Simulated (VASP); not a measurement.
# GaP (R-3m) in VASP: settings compared

GaP is run at these levels: PBEsol, r2SCAN; tasks: single point.

All numbers are computed with VASP 6.6.1; they aren't measurements. Logs are shortened: lines on timing, memory, paths and dates and some standing lists are left out, and cuts for length are marked.

## 1. The cell of the first run

Symmetry: R-3m, No. 166, trigonal system. Conventional cell: a = 3.962 Å, b = 3.962 Å, c = 19.671 Å, α = 90.00°, β = 90.00°, γ = 120.00°. Within 3.2 Å of Ga (site symmetry 3m) lie 3 P at 2.45 Å and 1 Ga at 2.54 Å. Within 3.0 Å of P (site symmetry 3m) lie 1 P at 2.26 Å and 3 Ga at 2.45 Å.

## 2. Single point, PBEsol

INCAR reads:

```
SYSTEM = GaP
  PREC = Accurate
  ENCUT = 520
  EDIFF = 1E-6
  ISMEAR = -1
  SIGMA = 0.05
  LREAL = .FALSE.
  LASPH = .TRUE.
  NELM = 80
  ALGO = Normal
  ISIF = 2
  LWAVE = .FALSE.
  LCHARG = .TRUE.
  GGA = PS
  LELF = .TRUE.
  LVHAR = .TRUE.
  NBANDS = 26
```

KPOINTS reads:

```
regular mesh
0
G
  8 8 8
  0 0 0
```

POSCAR reads:

```
GaP
1.0
    1.9811231871      1.1438020054      6.5569364368
   -1.9811231871      1.1438020054      6.5569364368
    0.0000000000     -2.2876040107      6.5569364368
Ga P
2 2
Direct
    0.5646280000      0.5646280000      0.5646280000
    0.4353720000      0.4353720000      0.4353720000
    0.9426110000      0.9426110000      0.9426110000
    0.0573890000      0.0573890000      0.0573890000
```

Potentials or basis: VASP PAW PBE potentials, release 64 (Ga_d, P).

Run with:

```console
$ cat potpaw_PBE.64/Ga_d/POTCAR potpaw_PBE.64/P/POTCAR > POTCAR
$ mpirun -np 1 vasp_std > vasp.out
```

OUTCAR:

```text
SYSTEM = GaP
   PREC = Accurate
   ENCUT = 520
   EDIFF = 1E-6
   ISMEAR = -1
   LREAL = .FALSE.
   LASPH = .TRUE.
   NELM = 80
   ISIF = 2
   GGA = PS

 ion  position               nearest neighbor table
   1  0.565  0.565  0.565-   3 2.45   3 2.45   3 2.45   2 2.54
   2  0.435  0.435  0.435-   4 2.45   4 2.45   4 2.45   1 2.54
   3  0.943  0.943  0.943-   4 2.26   1 2.45   1 2.45   1 2.45
   4  0.057  0.057  0.057-   3 2.26   2 2.45   2 2.45   2 2.45

  LATTYP: Found a trigonal (rhomboedric) cell.
 ALAT       =     6.9445336450
 COS(alpha) =     0.8372328403

  Lattice vectors:

 A1 = (   1.9811231871,   1.1438020054,   6.5569364368)
 A2 = (  -1.9811231871,   1.1438020054,   6.5569364368)
 A3 = (   0.0000000000,  -2.2876040107,   6.5569364368)

Analysis of symmetry for initial positions (statically):
=====================================================================
 Subroutine PRICEL returns:
 Original cell was already a primitive cell.

 Routine SETGRP: Setting up the symmetry group for a
 trigonal (rhombohedral) supercell.

 Subroutine GETGRP returns: Found 12 space group operations
 (whereof 12 operations were pure point group operations)
 out of a pool of 12 trial point group operations.

The static configuration has the point symmetry D_3d.

Analysis of symmetry for dynamics (positions and initial velocities):
=====================================================================
 Subroutine PRICEL returns:
 Original cell was already a primitive cell.

 Routine SETGRP: Setting up the symmetry group for a
 trigonal (rhombohedral) supercell.

 Subroutine GETGRP returns: Found 12 space group operations
 (whereof 12 operations were pure point group operations)
 out of a pool of 12 trial point group operations.

The dynamic configuration has the point symmetry D_3d.

 Subroutine INISYM returns: Found 12 space group operations
 (whereof 12 operations are pure point group operations),
 and found     1 'primitive' translations

----------------------------------------------------------------------------------------

                                     Primitive cell

  volume of cell :      89.1486

  direct lattice vectors                    reciprocal lattice vectors
     1.981123187  1.143802005  6.556936437     0.252382085  0.145712865  0.050836749
    -1.981123187  1.143802005  6.556936437    -0.252382085  0.145712865  0.050836749
     0.000000000 -2.287604011  6.556936437     0.000000000 -0.291425729  0.050836749

  length of vectors
     6.944533645  6.944533645  6.944533645     0.295826521  0.295826521  0.295826521

  position of ions in fractional coordinates (direct lattice)
     0.564628000  0.564628000  0.564628000
     0.435372000  0.435372000  0.435372000
     0.942611000  0.942611000  0.942611000
     0.057389000  0.057389000  0.057389000

  ion indices of the primitive-cell ions
   primitive index   ion index
                 1           1
                 2           2
                 3           3
                 4           4

----------------------------------------------------------------------------------------

 KPOINTS: regular mesh

Automatic generation of k-mesh.
 Grid dimensions read from file:
 generate k-points for:    8    8    8

 Generating k-lattice:

  Cartesian coordinates                     Fractional coordinates (reciprocal lattice)
     0.031547761  0.018214108  0.006354594     0.125000000 -0.000000000 -0.000000000
    -0.031547761  0.018214108  0.006354594    -0.000000000  0.125000000 -0.000000000
     0.000000000 -0.036428216  0.006354594    -0.000000000 -0.000000000  0.125000000

  Length of vectors
     0.036978315  0.036978315  0.036978315

  Shift w.r.t. Gamma in fractional coordinates (k-lattice)
     0.000000000  0.000000000  0.000000000

 Subroutine IBZKPT returns following result:
 ===========================================

 Found     65 irreducible k-points:

 Following reciprocal coordinates:
            Coordinates               Weight
  0.000000  0.000000  0.000000      1.000000
  0.125000  0.000000  0.000000      6.000000
  0.250000  0.000000  0.000000      6.000000
  0.375000  0.000000  0.000000      6.000000
  0.500000  0.000000  0.000000      3.000000
  0.125000  0.125000  0.000000      6.000000
[... 16 lines left out ...]
  0.250000  0.125000  0.125000      6.000000
  0.375000  0.125000  0.125000      6.000000
 [... further k-points ...]
   k-points           NKPTS =     65   k-points in BZ     NKDIM =     65   number of bands    NBANDS=     26
   number of dos      NEDOS =    301   number of ions     NIONS =      4
   total plane-waves  NPLWV = 157464
   dimension x,y,z NGX =    54 NGY =   54 NGZ =   54
   dimension x,y,z NGXF=   108 NGYF=  108 NGZF=  108
   ions per type =               2   2
   NGX,Y,Z   is equivalent  to a cutoff of  12.93, 12.93, 12.93 a.u.
   NGXF,Y,Z  is equivalent  to a cutoff of  25.85, 25.85, 25.85 a.u.
 SYSTEM =  GaP
[... 62 lines left out ...]
 Fermi energy:         4.3326606216

 k-point     1 :       0.0000    0.0000    0.0000
  band No.  band energies     occupation
      1     -10.6821      2.00000
      2     -10.5719      2.00000
      3     -10.5719      2.00000
      4     -10.5604      2.00000
      5     -10.5604      2.00000
      6     -10.5167      2.00000
[... 18 lines left out ...]
     25       8.3311      0.00000
     26      11.6154      0.00000

 k-point     2 :       0.1250    0.0000    0.0000
  band No.  band energies     occupation
      1     -10.6793      2.00000
      2     -10.5855      2.00000
      3     -10.5704      2.00000
      4     -10.5673      2.00000
      5     -10.5551      2.00000
      6     -10.5189      2.00000
[... 18 lines left out ...]
     25       8.8212      0.00000
     26      11.9071      0.00000

 k-point     3 :       0.2500    0.0000    0.0000
  band No.  band energies     occupation
      1     -10.6731      2.00000
      2     -10.6154      2.00000
      3     -10.5817      2.00000
      4     -10.5679      2.00000
      5     -10.5423      2.00000
      6     -10.5244      2.00000
[... 18 lines left out ...]
     25       9.9743      0.00000
     26      10.9209      0.00000

 k-point     4 :       0.3750    0.0000    0.0000
  band No.  band energies     occupation
      1     -10.6672      2.00000
      2     -10.6432      2.00000
      3     -10.5932      2.00000
      4     -10.5664      2.00000
      5     -10.5303      2.00000
      6     -10.5294      2.00000
[... 18 lines left out ...]
     25      10.6163      0.00000
     26      10.7178      0.00000

 k-point     5 :       0.5000    0.0000    0.0000
  band No.  band energies     occupation
      1     -10.6604      2.00000
      2     -10.6589      2.00000
      3     -10.5970      2.00000
      4     -10.5660      2.00000
      5     -10.5328      2.00000
      6     -10.5241      2.00000
[... 18 lines left out ...]
     25      10.1081      0.00000
     26      10.3873      0.00000

 k-point     6 :       0.1250    0.1250    0.0000
  band No.  band energies     occupation
      1     -10.6792      2.00000
      2     -10.5839      2.00000
      3     -10.5711      2.00000
      4     -10.5684      2.00000
      5     -10.5549      2.00000
      6     -10.5189      2.00000
[... 427 lines left out ...]
 k-point    21 :       0.5000    0.5000    0.0000
  band No.  band energies     occupation
      1     -10.6665      2.00000
      2     -10.6255      2.00000
      3     -10.6167      2.00000
      4     -10.5702      2.00000
      5     -10.5329      2.00000
      6     -10.5232      2.00000
[... 18 lines left out ...]
     25      12.4666      0.00000
     26      13.4060      0.00000

 k-point    22 :       0.1250    0.1250    0.1250
  band No.  band energies     occupation
      1     -10.6819      2.00000
      2     -10.5717      2.00000
      3     -10.5717      2.00000
      4     -10.5606      2.00000
      5     -10.5606      2.00000
      6     -10.5169      2.00000
[... 18 lines left out ...]
     25       8.4000      0.00000
     26      11.6876      0.00000

 k-point    23 :       0.2500    0.1250    0.1250
  band No.  band energies     occupation
      1     -10.6789      2.00000
      2     -10.5856      2.00000
      3     -10.5696      2.00000
      4     -10.5674      2.00000
      5     -10.5557      2.00000
      6     -10.5192      2.00000
[... 18 lines left out ...]
     25       8.7569      0.00000
     26      11.5122      0.00000

 k-point    24 :       0.3750    0.1250    0.1250
  band No.  band energies     occupation
      1     -10.6720      2.00000
      2     -10.6164      2.00000
      3     -10.5811      2.00000
      4     -10.5671      2.00000
      5     -10.5429      2.00000
      6     -10.5248      2.00000
[... 18 lines left out ...]
     25       9.6590      0.00000
     26      10.6864      0.00000

 [... further k-points ...]

------------------------ aborting loop because EDIFF is reached ----------------------------------------

  FORCE on cell =-STRESS in cart. coord.  units (eV):
  Direction    XX          YY          ZZ          XY          YZ          ZX
  --------------------------------------------------------------------------------------
  -------------------------------------------------------------------------------------
  Total       -3.3795285     -3.3795285     -3.5902989      0.0000000     -0.0000000      0.0000000
  in kB      -60.7368323    -60.7368323    -64.5247944      0.0000000     -0.0000000      0.0000000
  external PRESSURE =     -61.9994863 kB  Pullay stress =       0.0000000 kB

 VOLUME and BASIS-vectors are now :
 -----------------------------------------------------------------------------
  energy-cutoff  :      520.00
  volume of cell :       89.15
      direct lattice vectors                 reciprocal lattice vectors
     1.981123187  1.143802005  6.556936437     0.252382085  0.145712865  0.050836749
    -1.981123187  1.143802005  6.556936437    -0.252382085  0.145712865  0.050836749
     0.000000000 -2.287604011  6.556936437     0.000000000 -0.291425729  0.050836749

 POSITION                                       TOTAL-FORCE (eV/Angst)
 -----------------------------------------------------------------------------------
      0.00000      0.00000     11.10669         0.000000      0.000000      0.026428
      0.00000      0.00000      8.56412         0.000000     -0.000000     -0.026428
      0.00000      0.00000     18.54192         0.000000      0.000000      0.056024
      0.00000      0.00000      1.12889         0.000000     -0.000000     -0.056024
 -----------------------------------------------------------------------------------
    total drift:                                0.000000      0.000000      0.000000

  FREE ENERGIE OF THE ION-ELECTRON SYSTEM (eV)
  ---------------------------------------------------
  free  energy   TOTEN  =       -19.1551108049 eV

  energy  without entropy=      -19.1550985894  energy(sigma->0) =      -19.15510470
```

It took 3.9 min on 1 thread of Intel Xeon 6975P-C (Granite Rapids), shared host; peak memory 0.45 GiB.

What came out:

```
Free energy            : -19.1551 eV
Pressure               : -6.2 GPa
Largest force          : 0.056 eV/Å
Band gap on the k mesh : 0.70 eV, indirect (least direct gap 0.87 eV)
```

Forces in eV/Å, atoms in the order of the input:
```
Ga   0.000  0.000  0.026
Ga   0.000  0.000 -0.026
P    0.000  0.000  0.056
P    0.000  0.000 -0.056
```

Stress tensor (GPa, compression positive):
```
-6.07  0.00  0.00
 0.00 -6.07  0.00
 0.00  0.00 -6.45
```

Levels at points of the mesh, in eV from the valence-band top:
```csv
k point,band 14,band 15,band 16,band 17,band 18,band 19,band 20,band 21,band 22,band 23
"(0.00, 0.00, 0.00)",-1.69,-1.69,-0.30,0.00,0.00,0.96,0.97,2.67,3.60,3.60
"(0.50, 0.00, 0.00)",-5.38,-4.23,-2.66,-2.54,-1.62,1.55,2.64,3.40,4.34,6.08
"(0.50, 0.50, 0.00)",-6.44,-3.60,-2.91,-1.13,-0.46,0.70,1.38,1.49,3.95,4.07
"(0.50, 0.50, 0.50)",-3.71,-1.61,-1.61,-0.23,-0.23,0.88,2.12,3.79,3.79,4.91
```

Caveat: the PAW data sets were made with another functional, which shifts forces and pressure a little.

## 3. Single point, r2SCAN

This run uses another cell than the first one, of 19.76 Å³/atom, 0.887 times its volume.

POSCAR reads:

```
GaP
1.0
    1.9033506749      1.0989000245      6.2995322420
   -1.9033506749      1.0989000245      6.2995322420
    0.0000000000     -2.1978000491      6.2995322420
Ga P
2 2
Direct
    0.5646280000      0.5646280000      0.5646280000
    0.4353720000      0.4353720000      0.4353720000
    0.9426110000      0.9426110000      0.9426110000
    0.0573890000      0.0573890000      0.0573890000
```

INCAR.step1 reads:

```
SYSTEM = GaP
ALGO = Normal ; EDIFF = 1E-4
ENCUT = 520 ; GGA = PE
ISMEAR = -1 ; LASPH = .TRUE.
LCHARG = .FALSE. ; LREAL = .FALSE.
LWAVE = .TRUE. ; NBANDS = 26
NELM = 60 ; PREC = Accurate
SIGMA = 0.05
```

INCAR.step2 reads:

```
SYSTEM = GaP
ALGO = Normal ; EDIFF = 1E-7
ENCUT = 520 ; ISIF = 2
ISMEAR = -1 ; ISTART = 1
LASPH = .TRUE. ; LCHARG = .FALSE.
LMIXTAU = .TRUE. ; LREAL = .FALSE.
LWAVE = .FALSE. ; METAGGA = R2SCAN
NBANDS = 26 ; NELM = 60
PREC = Accurate ; SIGMA = 0.05
```

KPOINTS reads:

```
k-points
0
G
  8 8 8
  0 0 0
```

Potentials or basis: VASP PAW PBE potentials, release 64 (Ga_d, P).

Run with:

```console
$ cat potpaw_PBE.64/Ga_d/POTCAR potpaw_PBE.64/P/POTCAR > POTCAR
$ cp INCAR.step1 INCAR
$ mpirun -np 1 vasp_std > vasp.out
$ cp INCAR.step2 INCAR
$ mpirun -np 1 vasp_std > vasp.out
```

Wall time 12 min (1 thread of Intel Xeon 6975P-C (Granite Rapids), shared host); peak memory 0.44 GiB.

It converged, with:

| Property | Result |
| --- | --- |
| Free energy | -42.3089 eV |
| Pressure | 2.6 GPa |
| Largest force | 0.156 eV/Å |
| Band gap on the k mesh | 1.07 eV, indirect (least direct gap 1.60 eV) |

Forces on the atoms (eV/Å):
```
Ga   0.000  0.000 -0.156
Ga   0.000  0.000  0.156
P    0.000  0.000 -0.155
P    0.000  0.000  0.155
```

Stress tensor (GPa, compression positive):
```
2.34 0.00 0.00
0.00 2.34 0.00
0.00 0.00 3.13
```

Levels at points of the mesh, in eV from the valence-band top:
| k point | band 15 | band 16 | band 17 | band 18 | band 19 | band 20 | band 21 | band 22 |
| --- | --- | --- | --- | --- | --- | --- | --- | --- |
| (0.00, 0.00, 0.00) | -2.02 | -0.24 | 0.00 | 0.00 | 1.60 | 2.44 | 3.15 | 3.95 |
| (0.50, 0.00, 0.00) | -4.92 | -3.18 | -2.91 | -1.97 | 1.87 | 2.99 | 4.19 | 4.88 |
| (0.50, 0.50, 0.00) | -4.19 | -3.48 | -1.36 | -0.58 | 1.07 | 1.64 | 1.98 | 4.35 |
| (0.50, 0.50, 0.50) | -1.91 | -1.91 | -0.29 | -0.29 | 1.64 | 2.95 | 4.14 | 4.14 |

Caveat: the PAW data sets were made with another functional, which shifts forces and pressure a little. A k mesh can miss the band edges.

## 4. Single point, r2SCAN

This run uses another cell than the first one, of 20.18 Å³/atom, 0.906 times its volume.

POSCAR reads:

```
GaP
1.0
    1.9167549946      1.1066390121      6.3438966068
   -1.9167549946      1.1066390121      6.3438966068
    0.0000000000     -2.2132780241      6.3438966068
Ga P
2 2
Direct
    0.5646280000      0.5646280000      0.5646280000
    0.4353720000      0.4353720000      0.4353720000
    0.9426110000      0.9426110000      0.9426110000
    0.0573890000      0.0573890000      0.0573890000
```

INCAR.step1 reads:

```
SYSTEM = GaP
PREC = Accurate ; ENCUT = 520
ISMEAR = -1 ; SIGMA = 0.05
LREAL = .FALSE. ; LASPH = .TRUE.
NELM = 80 ; NBANDS = 26
GGA = PE ; ALGO = Normal
EDIFF = 1E-4 ; LWAVE = .TRUE.
LCHARG = .FALSE.
```

INCAR.step2 reads:

```
SYSTEM = GaP
PREC = Accurate ; ENCUT = 520
EDIFF = 1E-7 ; ISMEAR = -1
SIGMA = 0.05 ; LREAL = .FALSE.
LASPH = .TRUE. ; NELM = 80
ALGO = Normal ; ISIF = 2
LWAVE = .FALSE. ; LCHARG = .FALSE.
METAGGA = R2SCAN ; LMIXTAU = .TRUE.
NBANDS = 26 ; ISTART = 1
```

KPOINTS reads:

```
regular mesh
0
G
  8 8 8
  0 0 0
```

Run with:

```console
$ cat potpaw_PBE.64/Ga_d/POTCAR potpaw_PBE.64/P/POTCAR > POTCAR
$ cp INCAR.step1 INCAR
$ mpirun -np 1 vasp_std > vasp.out
$ cp INCAR.step2 INCAR
$ mpirun -np 1 vasp_std > vasp.out
```

It took 9.9 min on 1 thread of Intel Xeon 6975P-C (Granite Rapids), shared host; peak memory 0.44 GiB.

Results (log left out):

| Quantity | Value |
| --- | --- |
| Free energy | -42.3262 eV |
| Pressure | 0.7 GPa |
| Largest force | 0.123 eV/Å |
| Band gap on the k mesh | 1.08 eV, indirect (least direct gap 1.56 eV) |

Forces on the atoms (eV/Å):
```
Ga   0.000  0.000 -0.123
Ga   0.000  0.000  0.123
P    0.000  0.000 -0.096
P    0.000  0.000  0.096
```

Stress tensor (GPa, compression positive):
```
0.57 0.00 0.00
0.00 0.57 0.00
0.00 0.00 1.04
```

Levels at points of the mesh, in eV from the valence-band top:
| k point | band 15 | band 16 | band 17 | band 18 | band 19 | band 20 | band 21 | band 22 |
| --- | --- | --- | --- | --- | --- | --- | --- | --- |
| (0.00, 0.00, 0.00) | -1.97 | -0.24 | 0.00 | 0.00 | 1.56 | 2.29 | 3.10 | 3.95 |
| (0.50, 0.00, 0.00) | -4.82 | -3.10 | -2.85 | -1.91 | 1.88 | 3.01 | 4.13 | 4.86 |
| (0.50, 0.50, 0.00) | -4.11 | -3.39 | -1.33 | -0.56 | 1.08 | 1.69 | 1.94 | 4.35 |
| (0.50, 0.50, 0.50) | -1.87 | -1.87 | -0.28 | -0.28 | 1.60 | 2.87 | 4.14 | 4.14 |

Caveat: the PAW data sets were made with another functional, which shifts forces and pressure a little.

## 5. Single point, PBEsol

INCAR reads:

```
ALGO = Normal
EDIFF = 1E-6
ENCUT = 520
GGA = PS
ISIF = 2
ISMEAR = -1
LASPH = True
LCHARG = False
LREAL = False
LWAVE = False
NBANDS = 26
NELM = 80
PREC = Accurate
SIGMA = 0.05
```

KPOINTS reads:

```
k-points
0
Gamma
  8 8 8
```

POSCAR reads:

```
GaP
1.0
    1.9033506749      1.0989000245      6.2995322420
   -1.9033506749      1.0989000245      6.2995322420
    0.0000000000     -2.1978000491      6.2995322420
Ga P
2 2
Direct
    0.5646280000      0.5646280000      0.5646280000
    0.4353720000      0.4353720000      0.4353720000
    0.9426110000      0.9426110000      0.9426110000
    0.0573890000      0.0573890000      0.0573890000
```

Run with:

```console
$ cat potpaw_PBE.64/Ga_d/POTCAR potpaw_PBE.64/P/POTCAR > POTCAR
$ mpirun -np 1 vasp_std > vasp.out
```

Run time: 1.9 min. Hardware: 1 thread of Intel Xeon 6975P-C (Granite Rapids), shared host; peak memory 0.4 GiB.

The run converged. Its results:

* Free energy: -19.3190 eV
* Pressure: 1.9 GPa
* Largest force: 0.266 eV/Å
* Band gap on the k mesh: 0.73 eV, indirect (least direct gap 1.12 eV)

Forces in eV/Å, atoms in the order of the input:
```
Ga   0.000  0.000 -0.127
Ga   0.000  0.000  0.127
P    0.000  0.000 -0.266
P    0.000  0.000  0.266
```

Stress tensor (GPa, compression positive):
```
1.46 0.00 0.00
0.00 1.46 0.00
0.00 0.00 2.73
```

Levels at points of the mesh, in eV from the valence-band top:
```
           k point  band 15  band 16  band 17  band 18  band 19  band 20  band 21  band 22
(0.00, 0.00, 0.00)    -1.93    -0.26     0.00     0.00     1.12     1.96     2.76     3.63
(0.50, 0.00, 0.00)    -4.78    -3.06    -2.90    -1.90     1.48     2.59     3.75     4.43
(0.50, 0.50, 0.00)    -4.04    -3.35    -1.31    -0.57     0.73     1.25     1.56     3.96
(0.50, 0.50, 0.50)    -1.83    -1.83    -0.28    -0.28     1.17     2.50     3.80     3.80
```

Caveat: the PAW data sets were made with another functional, which shifts forces and pressure a little. A k mesh can miss the band edges.

## 6. Overview

| level | cell | gap on the mesh (eV) | pressure (GPa) | largest force (eV/Å) |
| --- | --- | --- | --- | --- |
| PBEsol | a = 6.945 Å, angles 33.2°, 4 atoms | 0.70 | -6.2 | 0.06 |
| r2SCAN | a = 6.672 Å, angles 33.2°, 4 atoms | 1.07 | 2.6 | 0.16 |
| r2SCAN | a = 6.719 Å, angles 33.2°, 4 atoms | 1.08 | 0.7 | 0.12 |
| PBEsol | a = 6.672 Å, angles 33.2°, 4 atoms | 0.73 | 1.9 | 0.27 |

Alike in all rows: task single point; potentials or basis VASP PAW PBE potentials, release 64 (Ga_d, P); no spin polarisation; k mesh 8 × 8 × 8; cutoff (eV) 520; smearing fermi-dirac 0.05 eV.

Caveats: the PAW data sets were made with another functional, which shifts forces and pressure a little.

Absolute energies hang on the potentials; compare differences alone.
